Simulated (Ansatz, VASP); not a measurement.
**NaCl in VASP and in Ansatz**

```xyz
2
Lattice="0.0000 2.7321 2.7321 2.7321 0.0000 2.7321 2.7321 2.7321 0.0000" Properties=species:S:1:pos:R:3 pbc="T T T"
Na    0.0000    0.0000    0.0000
Cl    2.7321    2.7321    2.7321
```

Alike in both runs: task relaxation of cell and atoms; functional LDA; k mesh 6 × 6 × 6; occupations gaussian, width 0.02 eV; no spin polarisation.

|  | VASP | Ansatz |
| --- | --- | --- |
| version | VASP 6.6.1 | Ansatz 0.2.0 |
| potentials or method | VASP PAW LDA potentials, release 64 (Na_pv, Cl), cutoff 500 eV | scalar-relativistic, plane waves, PAW |
| valence electrons in the cell | 14 | 16 |

```tsv
	VASP	Ansatz	Ansatz less VASP
gap on the k mesh at the Fermi level, each at its own relaxed structure (eV)	5.08	5.08	-0.007
relaxed volume (Å³/atom)	20.38	20.39	+0.011
relaxed cell length with the largest relative difference (Å)	3.863	3.864	+0.0007
```

Ansatz warns that its potentials were made for another functional, while VASP's fit it. LDA's correlation is that of Perdew and Zunger in VASP and of Perdew and Wang (1992) in Ansatz. VASP's potentials hold 14 valence electrons a cell and Ansatz's 16, so a difference there can come from the potentials and not from the codes.
